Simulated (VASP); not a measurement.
# Cu (Fm-3m) in VASP: relaxation of cell and atoms with LDA

Aim: the relaxation of cell and atoms of Cu with LDA.

All numbers are computed with VASP 6.6.1; they aren't measurements. Logs are shortened: lines on timing, memory, paths and dates and some standing lists are left out, and cuts for length are marked.

**1. The cell of the first run**

The structure is cubic, space group Fm-3m (No. 225). Conventional cell: a = 3.630 Å, b = 3.630 Å, c = 3.630 Å, α = 90.00°, β = 90.00°, γ = 90.00°. Cu (site symmetry m-3m) has 12 Cu at 2.57 Å within 3.4 Å.

**2. Relaxation of cell and atoms, LDA**

Contents of INCAR:

```
SYSTEM = Cu
PREC = Accurate
ENCUT = 820
EDIFF = 1E-7
ISMEAR = 0
SIGMA = 0.1
LREAL = .FALSE.
LASPH = .TRUE.
NELM = 120
ALGO = Normal
ISIF = 3
LWAVE = .FALSE.
LCHARG = .FALSE.
GGA = CA
IBRION = 2
NSW = 70
EDIFFG = -0.005
GGA_COMPAT = .FALSE.
NELMIN = 4
```

Contents of KPOINTS:

```
Automatic mesh
0
G
  20 20 20
  0 0 0
```

Contents of POSCAR:

```
Cu
1.0
    0.0000000000      1.8148741276      1.8148741276
    1.8148741276      0.0000000000      1.8148741276
    1.8148741276      1.8148741276      0.0000000000
Cu
1
Direct
    0.0000000000      0.0000000000      0.0000000000
```

Potentials or basis: VASP PAW LDA potentials, release 64 (Cu_sv_GW).

Command:

```
$ cat potpaw_LDA.64/Cu_sv_GW/POTCAR > POTCAR
$ mpirun -np 1 vasp_std > vasp.out
```

OUTCAR:

```text
SYSTEM = Cu
   PREC = Accurate
   ENCUT = 820
   EDIFF = 1E-7
   ISMEAR = 0
   LREAL = .FALSE.
   LASPH = .TRUE.
   NELM = 120
   ISIF = 3
   GGA = CA
   IBRION = 2
   NSW = 70
   EDIFFG = -0.005
   NELMIN = 4

 ion  position               nearest neighbor table
   1  0.000  0.000  0.000-

  LATTYP: Found a face centered cubic cell.
 ALAT       =     3.6297482552

  Lattice vectors:

 A1 = (   0.0000000000,   1.8148741276,   1.8148741276)
 A2 = (   1.8148741276,   0.0000000000,   1.8148741276)
 A3 = (   1.8148741276,   1.8148741276,   0.0000000000)

Analysis of symmetry for initial positions (statically):
=====================================================================
 Subroutine PRICEL returns:
 Original cell was already a primitive cell.

 Routine SETGRP: Setting up the symmetry group for a
 face centered cubic supercell.

 Subroutine GETGRP returns: Found 48 space group operations
 (whereof 48 operations were pure point group operations)
 out of a pool of 48 trial point group operations.

The static configuration has the point symmetry O_h .

Analysis of symmetry for dynamics (positions and initial velocities):
=====================================================================
 Subroutine PRICEL returns:
 Original cell was already a primitive cell.

 Routine SETGRP: Setting up the symmetry group for a
 face centered cubic supercell.

 Subroutine GETGRP returns: Found 48 space group operations
 (whereof 48 operations were pure point group operations)
 out of a pool of 48 trial point group operations.

The dynamic configuration has the point symmetry O_h .

 Subroutine INISYM returns: Found 48 space group operations
 (whereof 48 operations are pure point group operations),
 and found     1 'primitive' translations

----------------------------------------------------------------------------------------

                                     Primitive cell

  volume of cell :      11.9555

  direct lattice vectors                    reciprocal lattice vectors
     0.000000000  1.814874128  1.814874128    -0.275501200  0.275501200  0.275501200
     1.814874128  0.000000000  1.814874128     0.275501200 -0.275501200  0.275501200
     1.814874128  1.814874128  0.000000000     0.275501200  0.275501200 -0.275501200

  length of vectors
     2.566619605  2.566619605  2.566619605     0.477182076  0.477182076  0.477182076

  position of ions in fractional coordinates (direct lattice)
[... 99 lines left out ...]
  Fermi-wavevector in a.u.,A,eV,Ry     =   1.910452  3.610231 49.658923  3.649828
  Thomas-Fermi vector in A             =   2.947284
   LORBIT       =      0    0 simple, 1 ext, 2 COOP (PROOUT), +10 PAW based schemes
   GGA     = CA    functional components
   LHFCALC =     F    Hartree Fock is set to
   AEXX    =    0.0000 exact exchange contribution
   IVDW    =     0    specifies the selected vdW correction
   LEPSILON=     F    determine dielectric tensor
   LRPA    =     F    only Hartree local field effects (RPA)
 conjugate gradient relaxation of ions
 non-spin polarized calculation
 Gauss-broadening in eV      SIGMA  =   0.10
  energy-cutoff  :      820.00
  volume of cell :       11.96
 maximum number of plane-waves:       650
   NGX = 11   NGY = 11   NGZ = 11

--------------------------------------- Ionic step        1  -------------------------------------------

 number of electron      19.0000011 magnetization

 Free energy of the ion-electron system (eV)
  ---------------------------------------------------
  ext. energy  EPLUGINS =         0.00000000
  ---------------------------------------------------
  free energy    TOTEN  =        -4.81498093 eV

  energy without entropy =       -4.81360496  energy(sigma->0) =       -4.81429294

------------------------ aborting loop because EDIFF is reached ----------------------------------------

  FORCE on cell =-STRESS in cart. coord.  units (eV):
  Direction    XX          YY          ZZ          XY          YZ          ZX
  --------------------------------------------------------------------------------------
  -------------------------------------------------------------------------------------
  Total       -1.1088440     -1.1088440     -1.1088440      0.0000000      0.0000000     -0.0000000
  in kB     -148.5974991   -148.5974991   -148.5974991      0.0000000      0.0000000     -0.0000000
  external PRESSURE =    -148.5974991 kB  Pullay stress =       0.0000000 kB
[... 127 lines left out ...]
--------------------------------------- Ionic step        5  -------------------------------------------

 number of electron      18.9999999 magnetization

 Free energy of the ion-electron system (eV)
  ---------------------------------------------------
  ext. energy  EPLUGINS =         0.00000000
  ---------------------------------------------------
  free energy    TOTEN  =        -4.86913273 eV

  energy without entropy =       -4.86784263  energy(sigma->0) =       -4.86848768

 E-fermi :   8.2085     XC(G=0): -14.3542

 val. band max:        8.1591550204   @ k =   0.5000   0.3000   0.1500
 cond. band min:       8.2137992807   @ k =  -0.4500   0.1000   0.0000
 fundamental gap:      0.0546442602
 Fermi energy:         8.2085306574

 k-point     1 :       0.0000    0.0000    0.0000
  band No.  band energies     occupation
      1    -103.4769      2.00000
      2     -61.3503      2.00000
      3     -61.3503      2.00000
      4     -61.3503      2.00000
      5      -1.8104      2.00000
      6       4.9185      2.00000
      7       4.9185      2.00000
      8       4.9185      2.00000
      9       5.8804      2.00000
     10       5.8804      2.00000
     11      31.5678      0.00000
     12      34.6521      0.00000
     13      34.6521      0.00000
[... 354 lines left out ...]
  band No.  band energies     occupation
      1    -103.4585      2.00000
      2     -61.4770      2.00000
      3     -61.3734      2.00000
      4     -61.3683      2.00000
      5       2.1596      2.00000
      6       4.9520      2.00000
      7       4.9986      2.00000
      8       5.1072      2.00000
      9       6.2380      2.00000
     10       6.5511      2.00000
     11      15.9722      0.00000
     12      28.9160      0.00000
     13      31.3184      0.00000

 [... further k-points ...]

------------------------ aborting loop because EDIFF is reached ----------------------------------------

  FORCE on cell =-STRESS in cart. coord.  units (eV):
  Direction    XX          YY          ZZ          XY          YZ          ZX
  --------------------------------------------------------------------------------------
  -------------------------------------------------------------------------------------
  Total       -0.0035492     -0.0035492     -0.0035492     -0.0000000      0.0000000     -0.0000000
  in kB       -0.5218936     -0.5218936     -0.5218936     -0.0000000      0.0000000     -0.0000000
  external PRESSURE =      -0.5218936 kB  Pullay stress =       0.0000000 kB
[... 16 lines left out ...]
  FREE ENERGIE OF THE ION-ELECTRON SYSTEM (eV)
  ---------------------------------------------------
  free  energy   TOTEN  =        -4.8691327349 eV

  energy  without entropy=       -4.8678426254  energy(sigma->0) =       -4.86848768

 reached required accuracy - stopping structural energy minimisation
```

CONTCAR:

```text
Cu
   1.00000000000000
     0.0000000000000000    1.7595769426673933    1.7595769426673933
     1.7595769426673933    0.0000000000000000    1.7595769426673933
     1.7595769426673933    1.7595769426673933    0.0000000000000000
  Cu
     1
Direct
     0.0000000000000000    0.0000000000000000    0.0000000000000000

  0.00000000E+00  0.00000000E+00  0.00000000E+00
```

Run time: 4.2 min. Hardware: 1 thread of AMD EPYC 7R13 (Zen 3), shared host; peak memory 0.21 GiB.

What came out:

| Quantity | Value |
| --- | --- |
| Free energy | -4.8691 eV |
| Relaxed volume | 10.90 Å³/atom |
| Relaxed cell | a = 2.488 Å, b = 2.488 Å, c = 2.488 Å, α = 60.00°, β = 60.00°, γ = 60.00° |
| Space group after relaxing (to 0.1 Å) | Fm-3m (No. 225) |
| Energy gained by relaxing | 54.2 meV/atom |
| Ionic steps | 5 |
| Pressure after relaxing | -0.1 GPa |
| Band gap on the k mesh | zero (an odd number of electrons rules out a gap without spin polarisation) |

Step by step:
```csv
step,energy change (eV),largest force (eV/Å),pressure (GPa),volume (Å³)
1,0.0000,0.0000,-14.86,11.96
2,-0.0174,0.0000,16.66,10.14
3,-0.0541,0.0000,-0.12,10.90
4,-0.0541,0.0000,0.17,10.88
5,-0.0542,0.0000,-0.05,10.90
```

Final structure:
```cif
data_structure
_symmetry_space_group_name_H-M 'P 1'
_symmetry_Int_Tables_number 1
_cell_length_a 2.4884
_cell_length_b 2.4884
_cell_length_c 2.4884
_cell_angle_alpha 60.000
_cell_angle_beta 60.000
_cell_angle_gamma 60.000
_cell_volume 10.90
loop_
_atom_site_label
_atom_site_type_symbol
_atom_site_fract_x
_atom_site_fract_y
_atom_site_fract_z
_atom_site_occupancy
Cu1 Cu 0.00000 0.00000 0.00000 1
```

LDA usually gives volumes a few per cent too small. Zero-point motion and thermal expansion aren't in these numbers.

The gap in the log of VASP goes by the Fermi energy; the results here count the filled bands.